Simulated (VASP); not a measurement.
# ZnCd3O4 (P4/mmm) in VASP: notebook

Runs on ZnCd3O4. Level: PBE. Tasks: single point.

Everything below comes from runs of VASP 6.6.1. Logs are shortened: lines on timing, memory, paths and dates and some standing lists are left out, and cuts for length are marked.

## 1. The cell of the first run

Symmetry: P4/mmm, No. 123, tetragonal system. Conventional cell: a = 3.326 Å, b = 3.326 Å, c = 9.271 Å, α = 90.00°, β = 90.00°, γ = 90.00°. Zn (site symmetry 4/mmm) has 6 O at 2.15 to 2.35 Å within 2.8 Å. Within 3.0 Å of Cd (site symmetry 4mm) lie 6 O at 2.24 to 2.40 Å. Within 3.1 Å of Cd (site symmetry 4/mmm) lie 6 O at 2.35 to 2.49 Å. O (site symmetry 4mm) has 1 Zn at 2.15 Å and 5 Cd at 2.35 to 2.49 Å within 2.8 Å. O (site symmetry 4/mmm) has 6 Cd at 2.35 to 2.40 Å within 3.1 Å. Within 3.0 Å of O (site symmetry 4/mmm) lie 2 Cd at 2.24 Å and 4 Zn at 2.35 Å.

## 2. Single point, PBE

Input file INCAR:

```
PREC = Accurate ; ENCUT = 600
EDIFF = 1E-6 ; ISMEAR = -1
SIGMA = 0.15 ; LREAL = F
LASPH = T ; NELM = 120
ALGO = Normal ; ISIF = 2
LWAVE = F ; LCHARG = T
GGA = PE ; LELF = T
LVHAR = T ; NBANDS = 46
GGA_COMPAT = F
```

Input file KPOINTS:

```
Automatic mesh
0
Gamma
  12 12 4
```

Input file POSCAR:

```
ZnCd3O4
1.0
    3.3258865709      0.0000000000      0.0000000000
    0.0000000000      3.3258865709      0.0000000000
    0.0000000000      0.0000000000      9.2711188765
Zn Cd O
1 3 4
Direct
    0.0000000000      0.0000000000      0.0000000000
    0.5000000000      0.5000000000      0.2415732987
    0.0000000000      0.0000000000      0.5000000000
    0.5000000000      0.5000000000      0.7584267013
    0.0000000000      0.0000000000      0.2316778814
    0.5000000000      0.5000000000      0.5000000000
    0.0000000000      0.0000000000      0.7683221186
    0.5000000000      0.5000000000      0.0000000000
```

Potentials or basis: VASP PAW PBE potentials, release 64 (Zn, Cd, O).

The run is started by

```
$ cat potpaw_PBE.64/Zn/POTCAR potpaw_PBE.64/Cd/POTCAR potpaw_PBE.64/O/POTCAR > POTCAR
$ mpirun -np 1 vasp_std > vasp.out
```

OUTCAR:

```text
PREC = Accurate
   ENCUT = 600
   EDIFF = 1E-6
   ISMEAR = -1
   LREAL = F
   LASPH = T
   NELM = 120
   ISIF = 2
   GGA = PE

 ion  position               nearest neighbor table
   1  0.000  0.000  0.000-   5 2.15   7 2.15   8 2.35   8 2.35   8 2.35   8 2.35   4 3.25   4 3.25
                             2 3.25   4 3.25   2 3.25   2 3.25   4 3.25   2 3.25
   2  0.500  0.500  0.242-   8 2.24   5 2.35   5 2.35   5 2.35   5 2.35   6 2.40   1 3.25   1 3.25
                             1 3.25   1 3.25   3 3.36   3 3.36   3 3.36   3 3.36
   3  0.000  0.000  0.500-   6 2.35   6 2.35   6 2.35   6 2.35   7 2.49   5 2.49   4 3.36   4 3.36
                             2 3.36   4 3.36   2 3.36   2 3.36   4 3.36   2 3.36
   4  0.500  0.500  0.758-   8 2.24   7 2.35   7 2.35   7 2.35   7 2.35   6 2.40   1 3.25   1 3.25
                             1 3.25   1 3.25   3 3.36   3 3.36   3 3.36   3 3.36
   5  0.000  0.000  0.232-   1 2.15   2 2.35   2 2.35   2 2.35   2 2.35   3 2.49
   6  0.500  0.500  0.500-   3 2.35   3 2.35   3 2.35   3 2.35   4 2.40   2 2.40
   7  0.000  0.000  0.768-   1 2.15   4 2.35   4 2.35   4 2.35   4 2.35   3 2.49
   8  0.500  0.500  0.000-   2 2.24   4 2.24   1 2.35   1 2.35   1 2.35   1 2.35

  LATTYP: Found a simple tetragonal cell.
 ALAT       =     3.3258865709
 C/A-ratio  =     2.7875631591

  Lattice vectors:

 A1 = (   3.3258865709,   0.0000000000,   0.0000000000)
 A2 = (   0.0000000000,   3.3258865709,   0.0000000000)
 A3 = (   0.0000000000,   0.0000000000,   9.2711188765)

Analysis of symmetry for initial positions (statically):
=====================================================================
 Subroutine PRICEL returns:
 Original cell was already a primitive cell.

 Routine SETGRP: Setting up the symmetry group for a
 simple tetragonal supercell.

 Subroutine GETGRP returns: Found 16 space group operations
 (whereof 16 operations were pure point group operations)
 out of a pool of 16 trial point group operations.

The static configuration has the point symmetry D_4h.

Analysis of symmetry for dynamics (positions and initial velocities):
=====================================================================
 Subroutine PRICEL returns:
 Original cell was already a primitive cell.

 Routine SETGRP: Setting up the symmetry group for a
 simple tetragonal supercell.

 Subroutine GETGRP returns: Found 16 space group operations
 (whereof 16 operations were pure point group operations)
 out of a pool of 16 trial point group operations.

The dynamic configuration has the point symmetry D_4h.

 Subroutine INISYM returns: Found 16 space group operations
 (whereof 16 operations are pure point group operations),
 and found     1 'primitive' translations

----------------------------------------------------------------------------------------

                                     Primitive cell

  volume of cell :     102.5527

  direct lattice vectors                    reciprocal lattice vectors
     3.325886571  0.000000000  0.000000000     0.300671709  0.000000000  0.000000000
     0.000000000  3.325886571  0.000000000     0.000000000  0.300671709  0.000000000
     0.000000000  0.000000000  9.271118876     0.000000000  0.000000000  0.107861846

  length of vectors
     3.325886571  3.325886571  9.271118876     0.300671709  0.300671709  0.107861846

  position of ions in fractional coordinates (direct lattice)
     0.000000000  0.000000000  0.000000000
     0.500000000  0.500000000  0.241573299
     0.000000000  0.000000000  0.500000000
     0.500000000  0.500000000  0.758426701
     0.000000000  0.000000000  0.231677881
     0.500000000  0.500000000  0.500000000
     0.000000000  0.000000000  0.768322119
     0.500000000  0.500000000  0.000000000

  ion indices of the primitive-cell ions
   primitive index   ion index
                 1           1
                 2           2
                 3           3
                 4           4
                 5           5
                 6           6
                 7           7
                 8           8

----------------------------------------------------------------------------------------

 KPOINTS: Automatic mesh

Automatic generation of k-mesh.
 Grid dimensions read from file:
 generate k-points for:   12   12    4

 Generating k-lattice:

  Cartesian coordinates                     Fractional coordinates (reciprocal lattice)
     0.025055976  0.000000000  0.000000000     0.083333333  0.000000000  0.000000000
     0.000000000  0.025055976  0.000000000     0.000000000  0.083333333  0.000000000
     0.000000000  0.000000000  0.026965462     0.000000000  0.000000000  0.250000000

  Length of vectors
     0.025055976  0.025055976  0.026965462

  Shift w.r.t. Gamma in fractional coordinates (k-lattice)
     0.000000000  0.000000000  0.000000000

 Subroutine IBZKPT returns following result:
 ===========================================

 Found     84 irreducible k-points:

 Following reciprocal coordinates:
            Coordinates               Weight
  0.000000  0.000000  0.000000      1.000000
  0.083333  0.000000  0.000000      4.000000
  0.166667  0.000000  0.000000      4.000000
  0.250000  0.000000  0.000000      4.000000
  0.333333  0.000000  0.000000      4.000000
  0.416667  0.000000  0.000000      4.000000
[... 16 lines left out ...]
  0.333333  0.333333  0.000000      4.000000
  0.416667  0.333333  0.000000      8.000000
 [... further k-points ...]
   k-points           NKPTS =     84   k-points in BZ     NKDIM =     84   number of bands    NBANDS=     46
   number of dos      NEDOS =    301   number of ions     NIONS =      8
   total plane-waves  NPLWV =  62720
   dimension x,y,z NGX =    28 NGY =   28 NGZ =   80
   dimension x,y,z NGXF=    56 NGYF=   56 NGZF=  160
   ions per type =               1   3   4
   NGX,Y,Z   is equivalent  to a cutoff of  14.00, 14.00, 14.35 a.u.
   NGXF,Y,Z  is equivalent  to a cutoff of  27.99, 27.99, 28.69 a.u.
 SYSTEM =  unknown system
   PREC   = accura    normal or accurate (medium, high low for compatibility)
   ISTART =      0    job   : 0-new  1-cont  2-samecut
   ICHARG =      2    charge: 1-file 2-atom 10-const
   ISPIN  =      1    spin polarized calculation?
   LNONCOLLINEAR =      F non collinear calculations
   LSORBIT =      F    spin-orbit coupling
   LASPH  =      T    aspherical Exc in radial PAW
   ENCUT  =  600.0 eV  44.10 Ry    6.64 a.u.   6.64  6.64 18.52*2*pi/ulx,y,z
   NELM   =    120;   NELMIN=  2; NELMDL= -5     # of ELM steps
   EDIFF  = 0.1E-05   stopping-criterion for ELM
   LREAL  =      F    real-space projection
   EDIFFG = 0.1E-04   stopping-criterion for IOM
   NSW    =      0    number of steps for IOM
   IBRION =     -1    ionic relax: 0-MD 1-quasi-New 2-CG
   NFREE  =      0    steps in history (QN), initial steepest desc. (CG)
   ISIF   =      2    stress and relaxation
   ISYM   =      2    0-nonsym 1-usesym 2-fastsym
   POTIM  = 0.5000    time-step for ionic-motion
   TEBEG  =    0.0;   TEEND  =   0.0 temperature during run
   PSTRESS=    0.0 pullay stress
   NELECT =      72.0000    total number of electrons
   NUPDOWN=      -1.0000    fix difference up-down
   EMIN   =  10.00;   EMAX   =-10.00  energy-range for DOS
   EFERMI =   0.00;   METHOD = LEGACY
   ISMEAR =    -1;   SIGMA  =   0.15  broadening in eV -4-tet -1-fermi 0-gaus
   EFERMI_NEDOS =   21; number of points for ismear=-14 and -15
   IALGO  =     38    algorithm
   IMIX   =      4    mixing-type and parameters
     AMIX     =   0.40;   BMIX     =  1.00
     AMIX_MAG =   1.60;   BMIX_MAG =  1.00
  volume/ion in A,a.u.               =      12.82        86.51
  Fermi-wavevector in a.u.,A,eV,Ry     =   1.455023  2.749596 28.804802  2.117093
  Thomas-Fermi vector in A             =   2.572106
   LORBIT       =      0    0 simple, 1 ext, 2 COOP (PROOUT), +10 PAW based schemes
   GGA     = PE    functional components
   LHFCALC =     F    Hartree Fock is set to
   AEXX    =    0.0000 exact exchange contribution
   IVDW    =     0    specifies the selected vdW correction
   LEPSILON=     F    determine dielectric tensor
   LRPA    =     F    only Hartree local field effects (RPA)
 non-spin polarized calculation
  energy-cutoff  :      600.00
  volume of cell :      102.55
 maximum number of plane-waves:      3464
 NGX is ok and might be reduce to    28
   NGX = 13   NGY = 13   NGZ = 37

 number of electron      72.0000026 magnetization

 Free energy of the ion-electron system (eV)
  ---------------------------------------------------
  ext. energy  EPLUGINS =         0.00000000
  ---------------------------------------------------
  free energy    TOTEN  =       -31.45983776 eV

  energy without entropy =      -31.42562087  energy(sigma->0) =      -31.44272932

 E-fermi :   2.2702     XC(G=0): -11.5346

 val. band max:        2.0288489928   @ k =   0.0000   0.0000   0.2500
 cond. band min:       2.3566352321   @ k =   0.0833   0.0000   0.2500
 fundamental gap:      0.3277862393
 Fermi energy:         2.2701796929

 k-point     1 :       0.0000    0.0000    0.0000
  band No.  band energies     occupation
      1     -15.6161      2.00000
      2     -15.2400      2.00000
      3     -15.1212      2.00000
      4     -14.5992      2.00000
      5      -5.5826      2.00000
      6      -5.2278      2.00000
[... 38 lines left out ...]
     45      13.5557      0.00000
     46      14.2279      0.00000

 k-point     2 :       0.0833    0.0000    0.0000
  band No.  band energies     occupation
      1     -15.5860      2.00000
      2     -15.2166      2.00000
      3     -15.0978      2.00000
      4     -14.5898      2.00000
      5      -5.5719      2.00000
      6      -5.2830      2.00000
[... 38 lines left out ...]
     45      13.1301      0.00000
     46      13.6522      0.00000

 k-point     3 :       0.1667    0.0000    0.0000
  band No.  band energies     occupation
      1     -15.5013      2.00000
      2     -15.1513      2.00000
      3     -15.0329      2.00000
      4     -14.5657      2.00000
      5      -5.5647      2.00000
      6      -5.3956      2.00000
[... 1018 lines left out ...]
     45      10.8405      0.00000
     46      11.0491      0.00000

 k-point    24 :       0.4167    0.3333    0.0000
  band No.  band energies     occupation
      1     -15.1416      2.00000
      2     -14.8679      2.00000
      3     -14.7855      2.00000
      4     -14.4339      2.00000
      5      -5.5284      2.00000
      6      -5.3977      2.00000
[... 38 lines left out ...]
     45      10.9027      0.00000
     46      11.0816      0.00000

 [... further k-points ...]
[... 5 lines left out ...]
  --------------------------------------------------------------------------------------
  -------------------------------------------------------------------------------------
  Total        0.6130658      0.6130658      0.7031346      0.0000000     -0.0000000      0.0000000
  in kB        9.5779080      9.5779080     10.9850503      0.0000000     -0.0000000      0.0000000
  external PRESSURE =      10.0469554 kB  Pullay stress =       0.0000000 kB

 VOLUME and BASIS-vectors are now :
 -----------------------------------------------------------------------------
  energy-cutoff  :      600.00
  volume of cell :      102.55
      direct lattice vectors                 reciprocal lattice vectors
     3.325886571  0.000000000  0.000000000     0.300671709  0.000000000  0.000000000
     0.000000000  3.325886571  0.000000000     0.000000000  0.300671709  0.000000000
     0.000000000  0.000000000  9.271118876     0.000000000  0.000000000  0.107861846

 POSITION                                       TOTAL-FORCE (eV/Angst)
 -----------------------------------------------------------------------------------
      0.00000      0.00000      0.00000        -0.000000      0.000000      0.000000
      1.66294      1.66294      2.23965        -0.000000     -0.000000      0.047765
      0.00000      0.00000      4.63556        -0.000000      0.000000      0.000000
      1.66294      1.66294      7.03146         0.000000     -0.000000     -0.047765
      0.00000      0.00000      2.14791        -0.000000      0.000000      0.005269
      1.66294      1.66294      4.63556        -0.000000      0.000000      0.000000
      0.00000      0.00000      7.12321        -0.000000      0.000000     -0.005269
      1.66294      1.66294      0.00000        -0.000000      0.000000      0.000000
 -----------------------------------------------------------------------------------
    total drift:                                0.000000      0.000000     -0.000000

  FREE ENERGIE OF THE ION-ELECTRON SYSTEM (eV)
  ---------------------------------------------------
  free  energy   TOTEN  =       -31.4598377613 eV

  energy  without entropy=      -31.4256208726  energy(sigma->0) =      -31.44272932
```

Run time: 16 min. Hardware: 1 thread of Intel Xeon 8259CL, shared host; peak memory 0.53 GiB.

What came out:

* Free energy: -31.4598 eV
* Pressure: 1.0 GPa
* Largest force: 0.048 eV/Å
* Band gap on the k mesh: zero (bands 36 and 37 overlap by 0.65 eV)

Forces in eV/Å, atoms in the order of the input:
```
Zn   0.000  0.000  0.000
Cd   0.000  0.000  0.048
Cd   0.000  0.000  0.000
Cd   0.000  0.000 -0.048
O    0.000  0.000  0.005
O    0.000  0.000  0.000
O    0.000  0.000 -0.005
O    0.000  0.000  0.000
```

Stress tensor (GPa, compression positive):
```
0.96 0.00 0.00
0.00 0.96 0.00
0.00 0.00 1.10
```

Levels at points of the mesh, in eV from the Fermi level:
```tsv
k point	band 34	band 35	band 36	band 37	band 38	band 39
(0.00, 0.00, 0.00)	-1.85	-1.46	-1.46	-0.94	2.77	3.30
(0.50, 0.00, 0.00)	-0.56	-0.45	-0.29	3.67	4.02	4.50
(0.50, 0.50, 0.00)	-2.46	-2.46	-2.16	2.75	3.61	5.03
(0.00, 0.00, 0.50)	-1.96	-1.45	-1.45	0.66	1.19	3.64
(0.50, 0.00, 0.50)	-0.74	-0.54	-0.48	3.88	4.33	4.37
(0.50, 0.50, 0.50)	-2.48	-2.48	-2.23	3.48	3.98	4.48
```

Caveat: semilocal functionals underestimate gaps, so a narrow gap can read as zero.

## 3. Single point, PBE, collinear spin, ferromagnetic start

Input file INCAR:

```
SYSTEM = ZnCd3O4
ALGO = Normal
EDIFF = 1E-6
ENCUT = 520
GGA = PE
ISIF = 2
ISMEAR = 0
ISPIN = 2
LASPH = .True.
LCHARG = .True.
LELF = .True.
LORBIT = 11
LREAL = .False.
LVHAR = .True.
LWAVE = .False.
MAGMOM = 0 0 0 0 1 1 1 1
NBANDS = 50
NELM = 150
PREC = Accurate
SIGMA = 0.1
```

Input file KPOINTS:

```
k-points
0
Gamma
  6 6 2
  0 0 0
```

Input file POSCAR:

```
ZnCd3O4
1.0
    3.3252980000      0.0000000000      0.0000000000
    0.0000000000      3.3252980000      0.0000000000
    0.0000000000      0.0000000000      9.2687760000
Zn Cd O
1 3 4
Direct
    0.0000000000      0.0000000000      0.0000000000
    0.5000000000      0.5000000000      0.2415340000
    0.0000000000      0.0000000000      0.5000000000
    0.5000000000      0.5000000000      0.7584660000
    0.0000000000      0.0000000000      0.2318760000
    0.5000000000      0.5000000000      0.5000000000
    0.0000000000      0.0000000000      0.7681240000
    0.5000000000      0.5000000000      0.0000000000
```

Potentials or basis: VASP PAW PBE potentials, release 64 (Zn, Cd, O).

The run is started by

```
$ cat potpaw_PBE.64/Zn/POTCAR potpaw_PBE.64/Cd/POTCAR potpaw_PBE.64/O/POTCAR > POTCAR
$ mpirun -np 1 vasp_std > vasp.out
```

OUTCAR:

```text
SYSTEM = ZnCd3O4
   EDIFF = 1E-6
   ENCUT = 520
   GGA = PE
   ISIF = 2
   ISMEAR = 0
   ISPIN = 2
   LASPH = .True.
   LORBIT = 11
   LREAL = .False.
   NELM = 150
   PREC = Accurate

 ion  position               nearest neighbor table
   1  0.000  0.000  0.000-   5 2.15   7 2.15   8 2.35   8 2.35   8 2.35   8 2.35   4 3.25   4 3.25
                             2 3.25   4 3.25   2 3.25   2 3.25   4 3.25   2 3.25
   2  0.500  0.500  0.242-   8 2.24   5 2.35   5 2.35   5 2.35   5 2.35   6 2.40   1 3.25   1 3.25
                             1 3.25   1 3.25   3 3.36   3 3.36   3 3.36   3 3.36
   3  0.000  0.000  0.500-   6 2.35   6 2.35   6 2.35   6 2.35   7 2.49   5 2.49   4 3.36   4 3.36
                             2 3.36   4 3.36   2 3.36   2 3.36   4 3.36   2 3.36
   4  0.500  0.500  0.758-   8 2.24   7 2.35   7 2.35   7 2.35   7 2.35   6 2.40   1 3.25   1 3.25
                             1 3.25   1 3.25   3 3.36   3 3.36   3 3.36   3 3.36
   5  0.000  0.000  0.232-   1 2.15   2 2.35   2 2.35   2 2.35   2 2.35   3 2.49
   6  0.500  0.500  0.500-   3 2.35   3 2.35   3 2.35   3 2.35   4 2.40   2 2.40
   7  0.000  0.000  0.768-   1 2.15   4 2.35   4 2.35   4 2.35   4 2.35   3 2.49
   8  0.500  0.500  0.000-   2 2.24   4 2.24   1 2.35   1 2.35   1 2.35   1 2.35

  LATTYP: Found a simple tetragonal cell.
 ALAT       =     3.3252980000
 C/A-ratio  =     2.7873519907
[... 2270 lines left out ...]
  energy-cutoff  :      520.00
  volume of cell :      102.49
      direct lattice vectors                 reciprocal lattice vectors
     3.325298000  0.000000000  0.000000000     0.300724928  0.000000000  0.000000000
     0.000000000  3.325298000  0.000000000     0.000000000  0.300724928  0.000000000
     0.000000000  0.000000000  9.268776000     0.000000000  0.000000000  0.107889111

 POSITION                                       TOTAL-FORCE (eV/Angst)
 -----------------------------------------------------------------------------------
      0.00000      0.00000      0.00000        -0.000000     -0.000000     -0.000000
      1.66265      1.66265      2.23872        -0.000000      0.000000      0.053109
      0.00000      0.00000      4.63439        -0.000000     -0.000000     -0.000000
      1.66265      1.66265      7.03005        -0.000000      0.000000     -0.053109
      0.00000      0.00000      2.14921         0.000000     -0.000000      0.004273
      1.66265      1.66265      4.63439        -0.000000     -0.000000     -0.000000
      0.00000      0.00000      7.11957        -0.000000     -0.000000     -0.004273
      1.66265      1.66265      0.00000        -0.000000     -0.000000     -0.000000
 -----------------------------------------------------------------------------------
    total drift:                                0.000000      0.000000     -0.000000

  FREE ENERGIE OF THE ION-ELECTRON SYSTEM (eV)
  ---------------------------------------------------
  free  energy   TOTEN  =       -31.4470350626 eV

  energy  without entropy=      -31.4442124689  energy(sigma->0) =      -31.44562377

 total charge

# of ion       s       p       d       tot
------------------------------------------
    1        0.392   0.296   9.854  10.542
    2        0.336   0.263   9.654  10.253
    3        0.331   0.236   9.642  10.209
    4        0.336   0.263   9.654  10.253
    5        1.573   3.356   0.000   4.929
    6        1.576   3.344   0.000   4.920
    7        1.573   3.356   0.000   4.929
    8        1.571   3.348   0.000   4.919
--------------------------------------------------
tot          7.687  14.463  38.803  60.953

 magnetization (x)

# of ion       s       p       d       tot
------------------------------------------
    1        0.000   0.000  -0.000   0.000
    2        0.000   0.000  -0.000   0.000
    3        0.000   0.000  -0.000   0.000
    4        0.000   0.000  -0.000   0.000
    5        0.000  -0.000   0.000  -0.000
    6        0.000  -0.000   0.000  -0.000
    7        0.000  -0.000   0.000  -0.000
    8        0.000  -0.000   0.000  -0.000
--------------------------------------------------
tot          0.000  -0.000  -0.000  -0.000
```

Wall time 3.4 min (1 thread of Intel Xeon Platinum 8375C at 2.90GHz (Ice Lake), shared host); peak memory 0.36 GiB.

What came out:

```yaml
Free_energy: -31.4470 eV
Pressure: 1.3 GPa
Largest_force: 0.053 eV/Å
Band_gap_on_the_k_mesh: zero (filled and empty bands overlap)
Net_moment: 0.00 μB per cell
Valence_electrons_inside_the_program's_atomic_spheres: Zn 10.54; Cd 10.25, 10.21 (each value once); O 4.93, 4.92 (each value once)
```

Forces on the atoms (eV/Å):
```
Zn   0.000  0.000  0.000
Cd   0.000  0.000  0.053
Cd   0.000  0.000  0.000
Cd   0.000  0.000 -0.053
O    0.000  0.000  0.004
O    0.000  0.000  0.000
O    0.000  0.000 -0.004
O    0.000  0.000  0.000
```

Caveat: semilocal functionals underestimate gaps, so a narrow gap can read as zero.
